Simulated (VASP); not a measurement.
Input of a VASP 6.6.1 run:

Contents of INCAR:

```
ALGO = Normal
DIPOL = 0.5 0.5 0.485
EDIFF = 1E-6
ENCUT = 520
GGA = PS
GGA_COMPAT = False
IDIPOL = 3
ISIF = 2
ISMEAR = 0
LASPH = True
LCHARG = True
LDIPOL = True
LELF = True
LREAL = False
LVACPOTAV = True
LVHAR = True
LWAVE = False
NBANDS = 36
NELM = 120
NELMDL = -8
PREC = Accurate
SIGMA = 0.1
```

Contents of KPOINTS:

```
k-points
0
Gamma
  9 9 1
```

POSCAR

```
Hf3HN4
1.0
    3.1830776025      0.0000000000      0.0000000000
   -1.5915388012      2.7566260660      0.0000000000
    0.0000000000      0.0000000000     26.7969159377
N Hf H
4 3 1
Direct
    0.3333333333      0.6666666667      0.3172006816
    0.0000000000      0.0000000000      0.4141884090
    0.6666666667      0.3333333333      0.5124893258
    0.3333333333      0.6666666667      0.6028984563
    0.6666666667      0.3333333333      0.3656945453
    0.3333333333      0.6666666667      0.4637454747
    0.0000000000      0.0000000000      0.5612318986
    0.3333333333      0.6666666667      0.6410983335
```

Potentials or basis: VASP PAW PBE potentials, release 64 (N, Hf_pv, H).

Command:

```sh
$ cat potpaw_PBE.64/N/POTCAR potpaw_PBE.64/Hf_pv/POTCAR potpaw_PBE.64/H/POTCAR > POTCAR
$ mpirun -np 1 vasp_std > vasp.out
```

Task: What does it give for the band gap on the k mesh?

Result: Zero (an odd number of electrons rules out a gap without spin polarisation).

Task: Predict the largest force.

Result: 6.589 eV/Å.

Forces in eV/Å, atoms in the order of the input:
```
N    0.000  0.000  5.083
N    0.000  0.000  1.597
N    0.000  0.000  0.006
N    0.000  0.000 -0.151
Hf   0.000  0.000 -6.589
Hf   0.000  0.000  0.014
Hf   0.000  0.000  0.016
H    0.000  0.000  0.024
```

Caveat: the PAW data sets were made with another functional, which shifts forces and pressure a little; spin-orbit coupling is left out, which moves the levels of the heavy elements.
